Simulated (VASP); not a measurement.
Set up this calculation in VASP 6.6.1, as the native input.

```yaml
Task: single point
Functional: PBE
Potentials_or_basis: VASP PAW PBE potentials, release 64 (Si)
Cutoff: 520 eV
k_mesh: 5 × 5 × 5
Occupations: methfessel-paxton, width 0.2 eV
Spin: no spin polarisation
Dipole_correction: no
Further_INCAR_settings: ALGO = Normal; EDIFF = 1e-06; NBANDS = 8
```

The structure of Si lies in POSCAR:

```
Si
1.0
    2.5270000000      0.0000000000      0.0000000000
   -1.2635000000      2.1884461954      0.0000000000
    0.0000000000      0.0000000000      2.3730000000
Si
1
Direct
    0.0000000000      0.0000000000      0.0000000000
```

The input as run:

INCAR

```
SYSTEM = Si
PREC     = Accurate       ! precision mode
ENCUT    = 520            ! plane-wave cutoff, eV
EDIFF    = 1E-6           ! SCF threshold, eV
ISMEAR   = 1              ! smearing method
SIGMA    = 0.2            ! smearing width, eV
LREAL    = .False.        ! projectors in reciprocal space
LASPH    = .True.         ! aspherical terms in the spheres
NELM     = 60             ! most SCF steps
ALGO     = Normal         ! electronic algorithm
ISIF     = 2              ! what is computed and relaxed
LWAVE    = .False.        ! write WAVECAR
LCHARG   = .False.        ! write CHGCAR
GGA      = PE             ! functional
NBANDS   = 8              ! bands
```

KPOINTS

```
Automatic mesh
0
Gamma
  5 5 5
  0 0 0
```

Potentials or basis: VASP PAW PBE potentials, release 64 (Si).

Command:

```sh
$ cat potpaw_PBE.64/Si/POTCAR > POTCAR
$ mpirun -np 1 vasp_std > vasp.out
```

Results of the run:

```
Pressure               : 24.1 GPa
Band gap on the k mesh : zero (band 2 reaches 18.79 eV, above the bottom of band 3 at 10.02 eV)
```

Caveat: the k points lie up to 0.57 Å⁻¹ apart.

Wall time 3.7 s on 1 thread of AMD EPYC 7R13, on a shared host, peak memory 0.08 GiB.
